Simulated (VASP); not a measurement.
Crystal: BAs.

```xyz
2
Lattice="2.1275 0.0000 0.0000 0.0000 3.1741 0.0000 0.0000 0.0000 4.9510" Properties=species:S:1:pos:R:3 pbc="T T T"
B     0.0000    1.5870    0.0000
As    1.0638    1.5870    2.4755
```

* Program: VASP 6.6.1
* Task: relaxation of cell and atoms
* Functional: PBEsol
* Dispersion: D3(BJ)
* Potentials or basis: VASP PAW PBE potentials, release 64 (B, As)
* Cutoff: 600 eV
* k mesh: 12 × 8 × 6
* Occupations: fermi-dirac, width 0.05 eV
* Spin: no spin polarisation

At the start: pressure 1.5 GPa; volume 16.72 Å³/atom.

How do energy, volume and symmetry change on relaxing?

Over 20 steps the energy falls by 1202.8 meV/atom and the volume is 12.27 Å³/atom (-26.6 %); space group P4/mmm (No. 123, to 0.05 Å).

Step by step:
```csv
step,energy change (eV),largest force (eV/Å),pressure (GPa),volume (Å³)
1,0.0000,0.0000,1.50,33.43
2,-0.6245,0.0000,-10.73,33.84
3,-0.6974,0.0000,-12.30,33.84
4,-0.8756,0.0000,-15.45,33.73
5,-1.1388,0.0000,-18.22,33.14
6,-1.6694,0.0000,-15.02,28.86
7,0.1718,0.0000,99.03,18.25
8,-1.8828,0.0000,-10.22,26.91
9,-1.8007,0.0000,18.66,22.57
10,-1.9770,0.0000,-0.31,25.25
11,-1.9791,0.0000,0.80,24.99
12,-2.2083,0.0000,5.60,23.58
13,-2.2514,0.0000,11.53,22.77
14,-2.3808,0.0000,2.03,24.18
15,-2.3810,0.0000,1.73,24.25
16,-2.4051,0.0000,-0.26,24.56
17,-2.4054,0.0000,-0.42,24.59
18,-2.4054,0.0000,-0.46,24.60
19,-2.4055,0.0000,0.12,24.51
20,-2.4055,0.0000,-0.02,24.53
```

Final structure:
```
B As
1.0
     3.10020    0.00000    0.00000
     0.00000    2.53932    0.00000
     0.00000    0.00000    3.11630
B As
1 1
Direct
  0.00000 0.50000 0.00000
  0.50000 0.50000 0.50000
```

Caveat: the volume moved by over 15 % at a fixed basis, so the end points are rough; the PAW data sets were made with another functional, which shifts forces and pressure a little.
